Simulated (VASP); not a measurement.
# CaO (I4/mmm) in VASP: further runs, part 2 of 2

VASP 6.6.1. The steps go on from the part before.

**5. Single point, r2SCAN (strain +0.040 along x and y, -0.080 along z)**

Contents of POSCAR:

```
CaO
1.0
    0.0000000000      2.5469600000      2.2530800000
    2.5469600000      0.0000000000      2.2530800000
    2.5469600000      2.5469600000      0.0000000000
Ca O
1 1
Direct
    0.0000000000      0.0000000000      0.0000000000
    0.5000000000      0.5000000000      0.5000000000
```

Contents of INCAR.step1:

```
SYSTEM = CaO
ALGO = Normal ; EDIFF = 1E-4
ENCUT = 520 ; GGA = PE
ISMEAR = 0 ; LASPH = .True.
LCHARG = .False. ; LREAL = .False.
LWAVE = .True. ; NBANDS = 15
NELM = 100 ; PREC = Accurate
SIGMA = 0.05
```

Contents of INCAR.step2:

```
SYSTEM = CaO
ALGO = Normal ; EDIFF = 1E-6
ENCUT = 520 ; ISIF = 2
ISMEAR = 0 ; ISTART = 1
LASPH = .True. ; LCHARG = .False.
LMIXTAU = .True. ; LREAL = .False.
LWAVE = .False. ; METAGGA = R2SCAN
NBANDS = 15 ; NELM = 100
PREC = Accurate ; SIGMA = 0.05
```

Contents of KPOINTS:

```
k-points
0
Gamma
  8 8 8
  0 0 0
```

Potentials or basis: VASP PAW PBE potentials, release 64 (Ca_sv, O).

The run is started by

```
$ cat potpaw_PBE.64/Ca_sv/POTCAR potpaw_PBE.64/O/POTCAR > POTCAR
$ cp INCAR.step1 INCAR
$ mpirun -np 1 vasp_std > vasp.out
$ cp INCAR.step2 INCAR
$ mpirun -np 1 vasp_std > vasp.out
```

OUTCAR:

```text
SYSTEM = CaO
   EDIFF = 1E-6
   ENCUT = 520
   ISIF = 2
   ISMEAR = 0
   ISTART = 1
   LASPH = .True.
   LREAL = .False.
   METAGGA = R2SCAN
   NELM = 100
   PREC = Accurate

 ion  position               nearest neighbor table
   1  0.000  0.000  0.000-   2 2.25   2 2.25   2 2.55   2 2.55   2 2.55   2 2.55
   2  0.500  0.500  0.500-   1 2.25   1 2.25   1 2.55   1 2.55   1 2.55   1 2.55

  LATTYP: Found a body centered tetragonal cell.
 ALAT       =     3.6019453748
 C/A-ratio  =     1.2510350744

  Lattice vectors:

 A1 = (   0.0000000000,  -2.5469600000,  -2.2530800000)
 A2 = (   0.0000000000,   2.5469600000,  -2.2530800000)
 A3 = (   2.5469600000,   0.0000000000,   2.2530800000)

Analysis of symmetry for initial positions (statically):
=====================================================================
 Subroutine PRICEL returns:
 Original cell was already a primitive cell.

 Routine SETGRP: Setting up the symmetry group for a
 body centered tetragonal supercell.

 Subroutine GETGRP returns: Found 16 space group operations
 (whereof 16 operations were pure point group operations)
 out of a pool of 16 trial point group operations.

[... 178 lines left out ...]
      7       1.6349      2.00000
      8       1.9554      2.00000
      9       6.3546      0.00000
     10       8.3144      0.00000
     11       8.3144      0.00000
     12       9.0354      0.00000
     13       9.4503      0.00000
     14      11.0416      0.00000
[... 401 lines left out ...]
      2     -18.1479      2.00000
      3     -17.5055      2.00000
      4     -17.4281      2.00000
      5     -13.8520      2.00000
      6      -0.1622      2.00000
      7       0.8213      2.00000
      8       1.0402      2.00000
      9       8.2887      0.00000
     10       9.3742      0.00000
     11      10.1868      0.00000
     12      10.4329      0.00000
     13      11.6294      0.00000
     14      12.3756      0.00000
     15      17.2198      0.00000

 [... further k-points ...]

------------------------ aborting loop because EDIFF is reached ----------------------------------------

  FORCE on cell =-STRESS in cart. coord.  units (eV):
  Direction    XX          YY          ZZ          XY          YZ          ZX
  --------------------------------------------------------------------------------------
  -------------------------------------------------------------------------------------
  Total       -1.5922160     -1.5922160      2.3525514      0.0000000     -0.0000000      0.0000000
  in kB      -87.2693447    -87.2693447    128.9433222      0.0000000     -0.0000000      0.0000000
  external PRESSURE =     -15.1984557 kB  Pullay stress =       0.0000000 kB

 VOLUME and BASIS-vectors are now :
 -----------------------------------------------------------------------------
  energy-cutoff  :      520.00
  volume of cell :       29.23
      direct lattice vectors                 reciprocal lattice vectors
     0.000000000  2.546960000  2.253080000    -0.196312467  0.196312467  0.221918441
     2.546960000  0.000000000  2.253080000     0.196312467 -0.196312467  0.221918441
     2.546960000  2.546960000  0.000000000     0.196312467  0.196312467 -0.221918441

 POSITION                                       TOTAL-FORCE (eV/Angst)
 -----------------------------------------------------------------------------------
      0.00000      0.00000      0.00000         0.000000     -0.000000      0.000000
      2.54696      2.54696      2.25308        -0.000000      0.000000     -0.000000
 -----------------------------------------------------------------------------------
    total drift:                                0.000000      0.000000      0.000000

  FREE ENERGIE OF THE ION-ELECTRON SYSTEM (eV)
  ---------------------------------------------------
  free  energy   TOTEN  =       -19.2863897874 eV

  energy  without entropy=      -19.2863897874  energy(sigma->0) =      -19.28638979
```

OUTCAR.step1:

```text
SYSTEM = CaO
   EDIFF = 1E-4
   ENCUT = 520
   GGA = PE
   ISMEAR = 0
   LASPH = .True.
   LREAL = .False.
[... 654 lines left out ...]
      0.00000      0.00000      0.00000         0.000000     -0.000000     -0.000000
      2.54696      2.54696      2.25308        -0.000000      0.000000      0.000000
 -----------------------------------------------------------------------------------
    total drift:                                0.000000      0.000000      0.000000

  FREE ENERGIE OF THE ION-ELECTRON SYSTEM (eV)
  ---------------------------------------------------
  free  energy   TOTEN  =       -12.6638461363 eV

  energy  without entropy=      -12.6638461363  energy(sigma->0) =      -12.66384614
```

OSZICAR.step1:

```text
N       E                     dE             d eps       ncg     rms          rms(c)
DAV:   1     0.126221166131E+03    0.12622E+03   -0.84295E+03  1770   0.109E+03
DAV:   2    -0.906907004129E+01   -0.13529E+03   -0.12618E+03  2211   0.289E+02
DAV:   3    -0.143511551069E+02   -0.52821E+01   -0.52483E+01  2051   0.594E+01
DAV:   4    -0.144837110137E+02   -0.13256E+00   -0.13249E+00  2562   0.847E+00
DAV:   5    -0.144851878847E+02   -0.14769E-02   -0.14767E-02  2054   0.805E-01    0.873E+00
DAV:   6    -0.127593515991E+02    0.17258E+01   -0.55839E+00  2008   0.224E+01    0.379E+00
DAV:   7    -0.126699599796E+02    0.89392E-01   -0.45553E-01  1961   0.683E+00    0.186E+00
DAV:   8    -0.126642227530E+02    0.57372E-02   -0.85370E-02  2190   0.311E+00    0.384E-01
DAV:   9    -0.126630991373E+02    0.11236E-02   -0.49339E-03  2001   0.587E-01    0.114E-01
DAV:  10    -0.126638651267E+02   -0.76599E-03   -0.91167E-04  2127   0.238E-01    0.372E-02
DAV:  11    -0.126638461363E+02    0.18990E-04   -0.77078E-05  1644   0.919E-02
   1 F= -.12663846E+02 E0= -.12663846E+02  d E =-.989585E-20
```

Wall time 52 s (1 thread of Intel Xeon 6975P-C (Granite Rapids), shared host); peak memory 0.17 GiB.

What came out:

- Free energy: -19.2864 eV
- Pressure: -1.5 GPa
- Band gap on the k mesh: 3.72 eV, indirect (least direct gap 4.40 eV)

Stress tensor (GPa, compression positive):
```
-8.73  0.00  0.00
 0.00 -8.73  0.00
 0.00  0.00 12.89
```

Caveat: the cell differs from its parent crystal (strain +0.040 along x and y, -0.080 along z); the PAW data sets were made with another functional, which shifts forces and pressure a little.

**6. The runs side by side**

| cell | gap on the mesh (eV) | pressure (GPa) |
| --- | --- | --- |
| a = 3.395, b = 3.395, c = 3.463 Å, angles 59.3, 59.3, 61.3°, 2 atoms | 4.03 | -1.2 |
| a = 3.466, b = 3.466, c = 3.325 Å, angles 61.3, 61.3, 57.3°, 2 atoms | 4.09 | 0.1 |
| a = 3.539, b = 3.539, c = 3.325 Å, angles 62.0, 62.0, 56.0°, 2 atoms | 4.09 | -2.3 |
| a = 3.400, b = 3.400, c = 3.602 Å, angles 58.0, 58.0, 64.0°, 2 atoms | 3.72 | -1.5 |

Alike in all rows: task single point; level r2SCAN; potentials or basis VASP PAW PBE potentials, release 64 (Ca_sv, O); no spin polarisation; k mesh 8 × 8 × 8; cutoff (eV) 520; smearing gaussian 0.05 eV.

Caveats: the PAW data sets were made with another functional, which shifts forces and pressure a little.

Total energies depend on the potentials used, so only differences within one code and one set of settings carry meaning.
